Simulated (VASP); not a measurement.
# HC6 in VASP: notebook

Runs on HC6. Level: LDA. Tasks: single point.

Everything below comes from runs of VASP 6.6.1. Logs are shortened: lines on timing, memory, paths and dates and some standing lists are left out, and cuts for length are marked.

### 1 The cell of the first run

The cell holds a wire or tube with vacuum around it, 14 atoms: a = 4.889 Å, b = 8.869 Å, c = 22.747 Å, α = 90.00°, β = 90.00°, γ = 97.92°.

### 2 Single point, LDA

File INCAR:

```
SYSTEM = HC6
ALGO = Normal ; DIPOL = 0.5 0.5 0.305
EDIFF = 1E-7 ; ENCUT = 520
GGA = CA ; IDIPOL = 3
ISIF = 2 ; ISMEAR = 0
LASPH = .TRUE. ; LCHARG = .TRUE.
LDIPOL = .TRUE. ; LELF = .TRUE.
LREAL = .FALSE. ; LVACPOTAV = .TRUE.
LVHAR = .TRUE. ; LWAVE = .FALSE.
NBANDS = 38 ; NELM = 60
PREC = Accurate ; SIGMA = 0.1
```

File KPOINTS:

```
k-points
0
G
  6 3 1
  0 0 0
```

File POSCAR:

```
HC6
1.0
    4.8889075235      0.0000000000      0.0000000000
   -1.2222268809      8.7842777898      0.0000000000
    0.0000000000      0.0000000000     22.7472999250
C H
12 2
Direct
    0.0193593843      0.0774375370      0.1758450459
    0.5193593842      0.0774375370      0.1758450459
    0.2741992303      0.0967969212      0.2059521363
    0.7741992303      0.0967969212      0.2059521363
    0.2838789224      0.1355156897      0.2661663168
    0.7838789224      0.1355156897      0.2661663168
    0.0386178296      0.1544718076      0.2954947895
    0.5386178296      0.1544718076      0.2954947895
    0.0488209147      0.1952857701      0.3583563417
    0.5488209147      0.1952857701      0.3583563417
    0.3031079910      0.2124325380      0.3845423393
    0.8031079910      0.2124325380      0.3845423393
    0.0488209147      0.1586408620      0.4465277179
    0.0488209147      0.2319306782      0.4465277179
```

Potentials or basis: VASP PAW LDA potentials, release 64 (C, H).

Launch:

```console
cat potpaw_LDA.64/C/POTCAR potpaw_LDA.64/H/POTCAR > POTCAR
mpirun -np 1 vasp_std > vasp.out
```

OUTCAR:

```text
SYSTEM = HC6
   EDIFF = 1E-7
   ENCUT = 520
   GGA = CA
   ISIF = 2
   ISMEAR = 0
   LASPH = .TRUE.
   LREAL = .FALSE.
   NELM = 60
   PREC = Accurate

 ion  position               nearest neighbor table
   1  0.019  0.077  0.176-   3 1.41   4 1.41
   2  0.519  0.077  0.176-   3 1.41   4 1.41
   3  0.274  0.097  0.206-   5 1.41   1 1.41   2 1.41
   4  0.774  0.097  0.206-   6 1.41   2 1.41   1 1.41
   5  0.284  0.136  0.266-   8 1.40   7 1.40   3 1.41
   6  0.784  0.136  0.266-   7 1.40   8 1.40   4 1.41
   7  0.039  0.154  0.295-   6 1.40   5 1.40   9 1.47
   8  0.539  0.154  0.295-   5 1.40   6 1.40  10 1.47
   9  0.049  0.195  0.358-  12 1.37  11 1.37   7 1.47
  10  0.549  0.195  0.358-  11 1.37  12 1.37   8 1.47
  11  0.303  0.212  0.385-  10 1.37   9 1.37
  12  0.803  0.212  0.385-   9 1.37  10 1.37
  13  0.049  0.159  0.447-  14 0.65
  14  0.049  0.232  0.447-  13 0.65

  LATTYP: Found a simple monoclinic cell.
 ALAT       =     4.8889075235
 B/A-ratio  =     4.6528390680
 C/A-ratio  =     1.8140861245
 COS(beta)  =    -0.1378104361

  Lattice vectors:

 A1 = (   4.8889075235,   0.0000000000,   0.0000000000)
 A2 = (   0.0000000000,   0.0000000000, -22.7472999250)
 A3 = (  -1.2222268809,   8.7842777898,   0.0000000000)

Analysis of symmetry for initial positions (statically):
=====================================================================
 Subroutine PRICEL returns:
 Original cell was already a primitive cell.

 Routine SETGRP: Setting up the symmetry group for a
 simple monoclinic supercell.

 Subroutine GETGRP returns: Found  1 space group operations
 (whereof  1 operations were pure point group operations)
 out of a pool of  4 trial point group operations.

The static configuration has the point symmetry C_1 .

Analysis of symmetry for dynamics (positions and initial velocities):
=====================================================================
 Subroutine PRICEL returns:
 Original cell was already a primitive cell.

 Routine SETGRP: Setting up the symmetry group for a
 simple monoclinic supercell.

 Subroutine GETGRP returns: Found  1 space group operations
 (whereof  1 operations were pure point group operations)
 out of a pool of  4 trial point group operations.

The dynamic configuration has the point symmetry C_1 .

[... 123 lines left out ...]
   EFERMI_NEDOS =   21; number of points for ismear=-14 and -15
   IALGO  =     38    algorithm
   IMIX   =      4    mixing-type and parameters
     AMIX     =   0.40;   BMIX     =  1.00
     AMIX_MAG =   1.60;   BMIX_MAG =  1.00
  volume/ion in A,a.u.               =      69.78       470.89
  Fermi-wavevector in a.u.,A,eV,Ry     =   0.607830  1.148632  5.026775  0.369458
  Thomas-Fermi vector in A             =   1.662436
   LORBIT       =      0    0 simple, 1 ext, 2 COOP (PROOUT), +10 PAW based schemes
   GGA     = CA    functional components
   LHFCALC =     F    Hartree Fock is set to
   AEXX    =    0.0000 exact exchange contribution
   IVDW    =     0    specifies the selected vdW correction
   LEPSILON=     F    determine dielectric tensor
   LRPA    =     F    only Hartree local field effects (RPA)
 non-spin polarized calculation
 Gauss-broadening in eV      SIGMA  =   0.10
  energy-cutoff  :      520.00
  volume of cell :      976.89
 maximum number of plane-waves:     26370
   NGX = 19   NGY = 33   NGZ = 85

 dipolmoment           0.000000      0.000000      0.416624 electrons x Angstroem

 number of electron      49.9999997 magnetization

 dipolmoment           0.000000      0.000000     -0.344307 electrons x Angstroem

 Free energy of the ion-electron system (eV)
  ---------------------------------------------------
  ext. energy  EPLUGINS =         0.00000000
  ---------------------------------------------------
  free energy    TOTEN  =      -113.62873595 eV

  energy without entropy =     -113.54749189  energy(sigma->0) =     -113.58811392

 E-fermi :  -4.4244     XC(G=0):  -1.8897

 val. band max:       -4.4349456632   @ k =   0.5000   0.3333   0.0000
 cond. band min:      -4.3968129983   @ k =   0.5000   0.0000   0.0000
 fundamental gap:      0.0381326649
 Fermi energy:        -4.4244455876

 k-point     1 :       0.0000    0.0000    0.0000
  band No.  band energies     occupation
      1     -23.2431      2.00000
      2     -21.6141      2.00000
      3     -19.1878      2.00000
      4     -19.0222      2.00000
      5     -18.9825      2.00000
      6     -17.4744      2.00000
[... 389 lines left out ...]
     36       1.4774      0.00000
     37       1.7199      0.00000
 [bands above 37 left out]

------------------------ aborting loop because EDIFF is reached ----------------------------------------

  FORCE on cell =-STRESS in cart. coord.  units (eV):
  Direction    XX          YY          ZZ          XY          YZ          ZX
  --------------------------------------------------------------------------------------
  -------------------------------------------------------------------------------------
  Total        0.8466850      4.0909819      3.1242417     -0.7772767      0.3879886     -0.0311397
  in kB        1.3886242      6.7095038      5.1239805     -1.2747895      0.6363292     -0.0510714
  external PRESSURE =       4.4073695 kB  Pullay stress =       0.0000000 kB

 VOLUME and BASIS-vectors are now :
 -----------------------------------------------------------------------------
  energy-cutoff  :      520.00
  volume of cell :      976.89
      direct lattice vectors                 reciprocal lattice vectors
     4.888907524  0.000000000  0.000000000     0.204544675  0.028459938  0.000000000
    -1.222226881  8.784277790  0.000000000     0.000000000  0.113839751  0.000000000
     0.000000000  0.000000000 22.747299925     0.000000000  0.000000000  0.043961261

 POSITION                                       TOTAL-FORCE (eV/Angst)
 -----------------------------------------------------------------------------------
      0.00000      0.68023      4.00000        -0.001755      0.358908      1.704842
      2.44445      0.68023      4.00000         0.001979      0.488676      1.600182
      1.22223      0.85029      4.68486         0.055267     -0.793145     -3.027356
      3.66668      0.85029      4.68486        -0.055813     -0.796773     -3.029255
      1.22223      1.19041      6.05457         0.133606      0.255398      1.109214
      3.66668      1.19041      6.05457        -0.132779      0.262960      1.114515
     -0.00000      1.35692      6.72171         0.002618      0.566154      0.738572
      2.44445      1.35692      6.72171        -0.002246      0.154732      0.305126
     -0.00000      1.71544      8.15164        -0.004418     -0.027241     -1.549392
      2.44445      1.71544      8.15164         0.011406     -0.173921     -0.561548
      1.22223      1.86607      8.74730        -0.326192     -0.453591      0.365079
      3.66668      1.86607      8.74730         0.335794     -0.335727      0.392484
      0.04479      1.39355     10.15730         1.200688     -6.496322      0.437521
     -0.04479      2.03734     10.15730        -1.218155      6.989892      0.400016
 -----------------------------------------------------------------------------------
    total drift:                                0.000550      0.000176     -0.000216

  FREE ENERGIE OF THE ION-ELECTRON SYSTEM (eV)
  ---------------------------------------------------
  free  energy   TOTEN  =      -113.6287359512 eV

  energy  without entropy=     -113.5474918852  energy(sigma->0) =     -113.58811392

 vacuum level on the upper side and lower side of the slab         0.493         1.944
```

stdout:

```text
POSCAR found type information on POSCAR C H
 POSCAR found :  2 types and      14 ions
 scaLAPACK will be used
 LDA part: xc-table for (Slater(with rela. corr.)+CA(PZ))
 , standard interpolation
 POSCAR, INCAR and KPOINTS ok, starting setup
 FFT: planning ... GRIDC
 FFT: planning ... GRID_SOFT
 FFT: planning ... GRID
 WAVECAR not read
 entering main loop
 -----------------------------------------------------------------------------
|                                                                             |
|           W    W    AA    RRRRR   N    N  II  N    N   GGGG   !!!           |
|           W    W   A  A   R    R  NN   N  II  NN   N  G    G  !!!           |
|           W    W  A    A  R    R  N N  N  II  N N  N  G       !!!           |
|           W WW W  AAAAAA  RRRRR   N  N N  II  N  N N  G  GGG   !            |
|           WW  WW  A    A  R   R   N   NN  II  N   NN  G    G                |
|           W    W  A    A  R    R  N    N  II  N    N   GGGG   !!!           |
|                                                                             |
|     Did not find any points to average over, which means that no vacuum     |
|     field-free region was found. Please increase the size of  your cell     |
|     in the dimension of the dipole correction to obtain accurate            |
|     workfunction values.                                                    |
|                                                                             |
 -----------------------------------------------------------------------------
```

It took 16 min on 1 thread of Intel Xeon Platinum 8124M at 3.00GHz (Skylake/Cascade Lake), shared host; peak memory 0.79 GiB.

What came out:

```
Free energy            : -113.6287 eV
Largest force          : 7.107 eV/Å
Band gap on the k mesh : 0.04 eV
```

Forces in eV/Å, atoms in the order of the input:
```
C   -0.002  0.359  1.705
C    0.002  0.489  1.600
C    0.055 -0.793 -3.027
C   -0.056 -0.797 -3.029
C    0.134  0.255  1.109
C   -0.133  0.263  1.115
C    0.003  0.566  0.739
C   -0.002  0.155  0.305
C   -0.004 -0.027 -1.549
C    0.011 -0.174 -0.562
C   -0.326 -0.454  0.365
C    0.336 -0.336  0.392
H    1.201 -6.496  0.438
H   -1.218  6.990  0.400
```

### 3 Single point, LDA

File INCAR:

```
SYSTEM = HC6
  PREC = Accurate
  ENCUT = 520
  EDIFF = 1E-7
  ISMEAR = 0
  SIGMA = 0.1
  LREAL = .False.
  LASPH = .True.
  NELM = 80
  ALGO = Normal
  ISIF = 2
  LWAVE = .False.
  LCHARG = .False.
  LDIPOL = .True.
  IDIPOL = 3
  DIPOL = 0.5 0.5 0.309
  GGA = CA
  NBANDS = 38
```

File KPOINTS:

```
Automatic mesh
0
Gamma
  6 3 1
  0 0 0
```

POSCAR, as its differences from that of step 2:

```diff
@@ -20,3 +20,3 @@
     0.8031079910      0.2124325380      0.3845423393
-    0.0488209147      0.1586408620      0.4465277179
-    0.0488209147      0.2319306782      0.4465277179
+    0.0488209147      0.1586408620      0.4746629253
+    0.0488209147      0.2319306782      0.4746629253
```

Potentials or basis: VASP PAW LDA potentials, release 64 (C, H).

Launch:

```console
cat potpaw_LDA.64/C/POTCAR potpaw_LDA.64/H/POTCAR > POTCAR
mpirun -np 1 vasp_std > vasp.out
```

Wall time 14 min (1 thread of Intel Xeon Platinum 8124M at 3.00GHz (Skylake/Cascade Lake), shared host); peak memory 0.79 GiB.

Results (log left out):

| Quantity | Value |
| --- | --- |
| Free energy | -113.6584 eV |
| Largest force | 5.989 eV/Å |
| Band gap on the k mesh | 0.05 eV (least direct gap 0.07 eV) |

Forces on the atoms (eV/Å):
```
C   -0.001  0.391  1.618
C    0.001  0.402  1.544
C    0.050 -0.798 -3.145
C   -0.050 -0.798 -3.144
C    0.139  0.345  1.393
C   -0.139  0.346  1.395
C    0.002  0.154  0.269
C   -0.001  0.017  0.004
C    0.000  0.160  0.524
C    0.000 -0.165 -0.769
C    0.500 -0.084  0.264
C   -0.497 -0.052  0.283
H    0.876 -5.841 -0.076
H   -0.880  5.922 -0.160
```

Levels at points of the mesh, in eV from the valence-band top:
| k point | band 23 | band 24 | band 25 | band 26 | band 27 | band 28 |
| --- | --- | --- | --- | --- | --- | --- |
| (0.00, 0.00, 0.00) | -0.67 | -0.25 | -0.17 | 0.30 | 0.72 | 0.87 |
| (0.50, 0.00, 0.00) | -1.78 | -0.28 | 0.00 | 0.07 | 0.22 | 2.88 |

[end of part 1 of 2]
